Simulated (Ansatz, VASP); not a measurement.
# Two plane-wave programs on AlN

```
CELL_PARAMETERS angstrom
0.00000 2.08776 2.08776
2.08776 0.00000 2.08776
2.08776 2.08776 0.00000
ATOMIC_POSITIONS crystal
Al 0.50000 0.50000 0.50000
N 0.00000 0.00000 0.00000
```

Alike in both runs: task single point; functional PBE; k mesh 10 × 10 × 10; occupations gaussian, width 0.05 eV; no spin polarisation.

```csv
,VASP,Ansatz
version,VASP 6.6.1,Ansatz 0.2.0
potentials or method,"VASP PAW PBE potentials, release 64 (Al, N), cutoff 520 eV","scalar-relativistic, plane waves, PAW"
valence electrons in the cell,8,8
```

Ansatz gave:

| Property | Result |
| --- | --- |
| gap on the k mesh at the Fermi level (eV) | 3.73 |
| least direct gap on the mesh (eV) | 4.35 |
| pressure (GPa) | -16.6 |

Task: Which values does VASP return?

Result: gap on the k mesh at the Fermi level (eV): 3.71; least direct gap on the mesh (eV): 4.35; pressure (GPa): -16.7.

With one functional, cell and mesh, what is left measures potentials, basis and numerics.
